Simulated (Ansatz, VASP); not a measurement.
## One calculation of ZnCd5S6, two programs

File INCAR:

```
SYSTEM = ZnCd5S6
PREC = Accurate ; ENCUT = 520
EDIFF = 1E-6 ; ISMEAR = 0
SIGMA = 0.1 ; LREAL = .FALSE.
LASPH = .TRUE. ; NELM = 100
ALGO = Normal ; ISIF = 2
LWAVE = .FALSE. ; LCHARG = .FALSE.
GGA = PE ; NBANDS = 66
```

File KPOINTS:

```
Automatic mesh
0
G
  6 6 1
  0 0 0
```

POSCAR

```
ZnCd5S6
1.0
    4.0216074400      0.0000000000      0.0000000000
   -2.0108037200      3.4828142000      0.0000000000
    0.0000000000      0.0000000000     19.7267133600
Zn Cd S
1 5 6
Direct
    0.6666666700      0.3333333300      0.3332648300
    0.3333333300      0.6666666700      0.8332648300
    0.6666666700      0.3333333300      0.6668637400
    0.3333333300      0.6666666700      0.1668637400
    0.0000000000      0.0000000000      0.4999412000
    0.0000000000      0.0000000000      0.9999412000
    0.3333333300      0.6666666700      0.9581155800
    0.6666666700      0.3333333300      0.4581155800
    0.6666666700      0.3333333300      0.7917082300
    0.3333333300      0.6666666700      0.2917082300
    0.0000000000      0.0000000000      0.6251074100
    0.0000000000      0.0000000000      0.1251074100
```

Input for Ansatz:

```yaml
crystal:
  lattice:
    - [4.02160744, 0.0, 0.0]
    - [-2.01080372, 3.4828142, 0.0]
    - [0.0, 0.0, 19.72671336]
  atoms:
    - { symbol: Zn, position: [0.66666667, 0.33333333, 0.33326483] }
    - { symbol: Cd, position: [0.33333333, 0.66666667, 0.83326483] }
    - { symbol: Cd, position: [0.66666667, 0.33333333, 0.66686374] }
    - { symbol: Cd, position: [0.33333333, 0.66666667, 0.16686374] }
    - { symbol: Cd, position: [0.0, 0.0, 0.4999412] }
    - { symbol: Cd, position: [0.0, 0.0, 0.9999412] }
    - { symbol: S, position: [0.33333333, 0.66666667, 0.95811558] }
    - { symbol: S, position: [0.66666667, 0.33333333, 0.45811558] }
    - { symbol: S, position: [0.66666667, 0.33333333, 0.79170823] }
    - { symbol: S, position: [0.33333333, 0.66666667, 0.29170823] }
    - { symbol: S, position: [0.0, 0.0, 0.62510741] }
    - { symbol: S, position: [0.0, 0.0, 0.12510741] }
basis:
  ecutwfc: 420
kpoints:
  mp_grid: { grid: [6, 6, 1] }
hamiltonian:
  xc: pbe
scf:
  occupations: { method: gaussian, width: 0.1 }
  lower_state_search: "off"
output:
  forces: true
  stress: true
  eigenvalues: true
```

Alike in both runs: task single point; functional PBE; k mesh 6 × 6 × 1; occupations gaussian, width 0.1 eV; no spin polarisation.

|  | VASP | Ansatz |
| --- | --- | --- |
| version | VASP 6.6.1 | Ansatz 0.2.0 |
| potentials or method | VASP PAW PBE potentials, release 64 (Zn, Cd, S), cutoff 520 eV | scalar-relativistic, plane waves, PAW |
| valence electrons in the cell | 108 | 148 |

Ansatz gave:

```
gap on the k mesh at the Fermi level (eV)                     : 1.30
least direct gap on the mesh (eV)                             : 1.30
pressure (GPa)                                                : 6.0
traceless stress, the component that is largest in VASP (GPa) : -0.09
rms of the force components (eV/Å)                            : 0.291
```

**Question.** Estimate VASP's values.

**Answer.** gap on the k mesh at the Fermi level (eV): 1.31; least direct gap on the mesh (eV): 1.31; pressure (GPa): 6.5; traceless stress, the component that is largest in VASP (GPa): -0.09; rms of the force components (eV/Å): 0.299.

Atom by atom the forces differ by 0.008 eV/Å (rms over components). With one functional, cell and mesh, what is left measures potentials, basis and numerics. VASP's potentials hold 108 valence electrons a cell and Ansatz's 148, so a difference there can come from the potentials and not from the codes.
